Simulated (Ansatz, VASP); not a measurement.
Sn in VASP and in Ansatz

```
Sn
1.0
     0.00000    3.32890    3.32890
     3.32890    0.00000    3.32890
     3.32890    3.32890    0.00000
Sn
2
Cartesian
  3.3289 3.3289 3.3289
  4.9934 4.9934 4.9934
```

Alike in both runs: task single point; functional PBE; k mesh 8 × 8 × 8; occupations methfessel-paxton of order 1, width 1 eV; no spin polarisation.

|  | VASP | Ansatz |
| --- | --- | --- |
| version | VASP 6.6.1 | Ansatz 0.2.0 |
| potentials or method | VASP PAW PBE potentials, release 64 (Sn_d), cutoff 520 eV | plane waves (420 eV) with PAW, scalar-relativistic |
| valence electrons in the cell | 28 | 28 |

```tsv
	VASP	Ansatz	Ansatz less VASP
pressure (GPa)	-0.2	-0.2	+0.04
```

With one functional, cell and mesh, what is left measures potentials, basis and numerics.
